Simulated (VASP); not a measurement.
Wanted: the native input for a VASP 6.6.1 run.

- Task: single point
- Functional: PBEsol
- Potentials or basis: VASP PAW PBE potentials, release 64 (Ni, O)
- Cutoff: 520 eV
- k mesh: 12 × 12 × 6
- Occupations: gaussian, width 0.05 eV
- Spin: no spin polarisation
- Dipole correction: no
- Further INCAR settings: ALGO = Normal; EDIFF = 1e-07; NBANDS = 18

The structure of NiO2 lies in POSCAR:

```
NiO2
1.0
    2.8028105550      0.0000000000      0.0000000000
   -1.4014052775      2.4273051426      0.0000000000
    0.0000000000      0.0000000000      4.9060395955
Ni O
1 2
Direct
    0.0000000000      0.0000000000      0.5000000000
    0.6666666667      0.3333333333      0.6373845568
    0.3333333333      0.6666666667      0.3626154432
```

This cell differs from its parent crystal: c/a of the conventional cell at fixed volume 1.7504.

The input as run:

INCAR

```
SYSTEM = NiO2
PREC     = Accurate       ! precision mode
ENCUT    = 520            ! plane-wave cutoff, eV
EDIFF    = 1E-7           ! SCF threshold, eV
ISMEAR   = 0              ! smearing method
SIGMA    = 0.05           ! smearing width, eV
LREAL    = .False.        ! projectors in reciprocal space
LASPH    = .True.         ! aspherical terms in the spheres
NELM     = 60             ! most SCF steps
ALGO     = Normal         ! electronic algorithm
ISIF     = 2              ! what is computed and relaxed
LWAVE    = .False.        ! write WAVECAR
LCHARG   = .False.        ! write CHGCAR
GGA      = PS             ! functional
NBANDS   = 18             ! bands
```

KPOINTS

```
Automatic mesh
0
Gamma
  12 12 6
  0 0 0
```

Potentials or basis: VASP PAW PBE potentials, release 64 (Ni, O).

The run is started by

```bash
$ cat potpaw_PBE.64/Ni/POTCAR potpaw_PBE.64/O/POTCAR > POTCAR
$ mpirun -np 1 vasp_std > vasp.out
```

Results of the run:

The pressure is 42.5 GPa and the largest force is 5.560 eV/Å. The band gap on the k mesh is 0.78 eV, indirect (least direct gap 1.23 eV).

Caveat: the PAW data sets were made with another functional, which shifts forces and pressure a little.

Run time: 26 s on 1 thread of Intel(R) Xeon(R) Platinum 8559C (Emerald Rapids), with other jobs on the host, peak memory 0.19 GiB.
